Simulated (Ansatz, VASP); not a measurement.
**CdF2 in VASP and in Ansatz**

Contents of INCAR:

```
PREC     = Accurate       # precision mode
ENCUT    = 520            # plane-wave cutoff, eV
EDIFF    = 1E-6           # SCF threshold, eV
ISMEAR   = 0              # smearing method
SIGMA    = 0.05           # smearing width, eV
LREAL    = F              # projectors in reciprocal space
LASPH    = T              # aspherical terms in the spheres
NELM     = 100            # most SCF steps
ALGO     = Normal         # electronic algorithm
ISIF     = 2              # what is computed and relaxed
LWAVE    = F              # write WAVECAR
LCHARG   = F              # write CHGCAR
GGA      = PE             # functional
NBANDS   = 20             # bands
```

File KPOINTS:

```
Automatic mesh
0
Gamma
  8 8 8
```

The input POSCAR:

```
CdF2
1.0
   -0.1287982779      2.6311648190      2.6311648190
    2.6311648190     -0.1287982779      2.6311648190
    2.6311648190      2.6311648190     -0.1287982779
Cd F
1 2
Direct
    0.0000000000      0.0000000000      0.0000000000
    0.2500000000      0.2500000000      0.2500000000
    0.7500000000      0.7500000000      0.7500000000
```

Input for Ansatz:

```yaml
crystal:
  lattice:
    - [-0.1287982779, 2.631164819, 2.631164819]
    - [2.631164819, -0.1287982779, 2.631164819]
    - [2.631164819, 2.631164819, -0.1287982779]
  atoms:
    - { symbol: Cd, position: [0.0, 0.0, 0.0] }
    - { symbol: F, position: [0.25, 0.25, 0.25] }
    - { symbol: F, position: [0.75, 0.75, 0.75] }
basis:
  ecutwfc: 420
kpoints:
  mp_grid: { grid: [8, 8, 8] }
hamiltonian:
  xc: pbe
scf:
  occupations: { method: gaussian, width: 0.05 }
output:
  forces: true
  stress: true
  eigenvalues: true
```

Alike in both runs: task single point; functional PBE; k mesh 8 × 8 × 8; occupations gaussian, width 0.05 eV; no spin polarisation.

|  | VASP | Ansatz |
| --- | --- | --- |
| version | VASP 6.6.1 | Ansatz 0.2.0 |
| potentials or method | VASP PAW PBE potentials, release 64 (Cd, F), cutoff 520 eV | scalar-relativistic, plane waves, PAW |
| valence electrons in the cell | 26 | 34 |

```csv
,VASP,Ansatz,Ansatz less VASP
gap on the k mesh at the Fermi level (eV),3.10,3.13,+0.033
least direct gap on the mesh (eV),3.39,3.43,+0.032
pressure (GPa),7.0,6.2,-0.80
"traceless stress, the component that is largest in VASP (GPa)",1.99,1.74,-0.248
rms of the force components (eV/Å),0.145,0.124,-0.0206
```

Atom by atom the forces differ by 0.021 eV/Å (rms over components). With one functional, cell and mesh, what is left measures potentials, basis and numerics. VASP's potentials hold 26 valence electrons a cell and Ansatz's 34, so a difference there can come from the potentials and not from the codes.
